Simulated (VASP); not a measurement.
Input of a VASP 6.6.1 run:

Contents of INCAR:

```
SYSTEM = Te
PREC = Accurate
ENCUT = 600
EDIFF = 1E-6
ISMEAR = -1
SIGMA = 0.05
LREAL = .False.
LASPH = .True.
NELM = 60
ALGO = Normal
ISIF = 3
LWAVE = .False.
LCHARG = .False.
GGA = PE
IBRION = 2
NSW = 60
EDIFFG = -0.005
PSTRESS = 170.0
```

KPOINTS

```
Automatic mesh
0
Gamma
  14 14 14
  0 0 0
```

Contents of POSCAR:

```
Te
1.0
   -2.7906649162      2.7906649162      1.5348657039
    2.7906649162     -2.7906649162      1.5348657039
    2.7906649162      2.7906649162     -1.5348657039
Te
2
Direct
   -0.3750000000     -0.1250000000     -0.2500000000
    0.3750000000      0.1250000000      0.2500000000
```

Potentials or basis: VASP PAW PBE potentials, release 64 (Te).

Launch:

```sh
$ cat potpaw_PBE.64/Te/POTCAR > POTCAR
$ mpirun -np 1 vasp_std > vasp.out
```

(1) Predict the space group after relaxing (to 0.1 Å).

(2) Predict the relaxed cell.

(3) Predict the band gap on the k mesh.

## Answers

(1) I4_1/amd (No. 141).

(2) a = 4.414 Å, b = 4.414 Å, c = 4.414 Å, α = 96.59°, β = 96.59°, γ = 140.38°.

(3) zero (bands 6 and 7 overlap by 4.66 eV).

Caveat: the cell is relaxed towards a set pressure, so the run minimises the enthalpy, not the energy; spin-orbit coupling is left out, which moves the levels of the heavy elements.
